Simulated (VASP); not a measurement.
Set up this calculation in VASP 6.6.1, as the native input.

```
Task                   : single point
Functional             : r2SCAN
Potentials or basis    : VASP PAW PBE potentials, release 64 (Si, Ge_d)
Cutoff                 : 520 eV
k mesh                 : 4 × 4 × 4
Occupations            : fermi-dirac, width 0.146 eV
Spin                   : no spin polarisation
Dipole correction      : no
Further INCAR settings : ALGO = Normal; EDIFF = 1e-06; NBANDS = 31
```

The system is SiGe3.

```
Si Ge
1.0
     1.98389    1.14540    6.46719
    -1.98389    1.14540    6.46719
     0.00000   -2.29080    6.46719
Si Ge
1 3
Direct
  0.97087 0.03526 0.99445
  0.49423 0.51124 0.48693
  0.35544 0.36187 0.40242
  0.91155 0.86321 0.86274
```

These files were run (other wordings do the same):

POSCAR

```
SiGe3
1.0
    1.9838896615      1.1453992301      6.4671925875
   -1.9838896615      1.1453992301      6.4671925875
    0.0000000000     -2.2907984603      6.4671925875
Si Ge
1 3
Direct
    0.9708739612      0.0352579156     -0.0055462421
    0.4942250642      0.5112386112      0.4869294873
    0.3554350083      0.3618658095      0.4024181177
    0.9115500720      0.8632091779      0.8627445463
```

INCAR.step1

```
SYSTEM = SiGe3
PREC = Accurate
ENCUT = 520
ISMEAR = -1
SIGMA = 0.146
LREAL = .FALSE.
LASPH = .TRUE.
NELM = 100
NBANDS = 31
GGA = PE
ALGO = Normal
EDIFF = 1E-4
LWAVE = .TRUE.
LCHARG = .FALSE.
```

INCAR.step2

```
SYSTEM = SiGe3
PREC = Accurate
ENCUT = 520
EDIFF = 1E-6
ISMEAR = -1
SIGMA = 0.146
LREAL = .FALSE.
LASPH = .TRUE.
NELM = 100
ALGO = Normal
ISIF = 2
LWAVE = .FALSE.
LCHARG = .FALSE.
METAGGA = R2SCAN
LMIXTAU = .TRUE.
NBANDS = 31
ISTART = 1
```

KPOINTS

```
regular mesh
0
G
  4 4 4
  0 0 0
```

Potentials or basis: VASP PAW PBE potentials, release 64 (Si, Ge_d).

Run with:

```console
$ cat potpaw_PBE.64/Si/POTCAR potpaw_PBE.64/Ge_d/POTCAR > POTCAR
$ cp INCAR.step1 INCAR
$ mpirun -np 1 vasp_std > vasp.out
$ cp INCAR.step2 INCAR
$ mpirun -np 1 vasp_std > vasp.out
```

Results of the run:

```
Pressure               : 0.8 GPa
Largest force          : 1.717 eV/Å
Band gap on the k mesh : zero (band 23 reaches 5.75 eV, above the bottom of band 24 at 5.38 eV)
```

Caveat: the k points lie up to 0.46 Å⁻¹ apart; the PAW data sets were made with another functional, which shifts forces and pressure a little.

Wall time 11 min on 1 thread of Intel(R) Xeon(R) 6975P-C (Granite Rapids) (shared host), peak memory 0.44 GiB.
